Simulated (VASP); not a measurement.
The system is Si.

```xyz
2
Lattice="0.0000 2.7221 2.7221 2.7074 0.0000 2.7221 2.7074 2.7221 0.0000" Properties=species:S:1:pos:R:3 pbc="T T T"
Si    1.3537    1.3611    1.3611
Si    0.0000    0.0000    0.0000
```

This cell differs from its parent crystal: uniaxial x strain -0.5%.

Base run:

```yaml
Program: VASP 6.6.1
Functional: PBE
Potentials_or_basis: VASP PAW PBE potentials, release 64 (Si)
Cutoff: 520 eV
k_mesh: 8 × 8 × 8
Occupations: fermi-dirac, width 0.02 eV
Spin: no spin polarisation
```

Its results: band gap on the k mesh 0.56 eV, indirect (least direct gap 2.53 eV); pressure 1.7 GPa.

Question: The run is repeated on the same cell with these changes: functional from PBE to r2SCAN; occupations from fermi-dirac, width 0.02 eV to gaussian, width 0.01 eV. What comes out?

Answer: Band gap on the k mesh 0.76 eV, indirect (least direct gap 2.72 eV); pressure 0.3 GPa.

Caveats: the PAW data sets were made with another functional, which shifts forces and pressure a little (some runs).

A k mesh can miss the band edges.
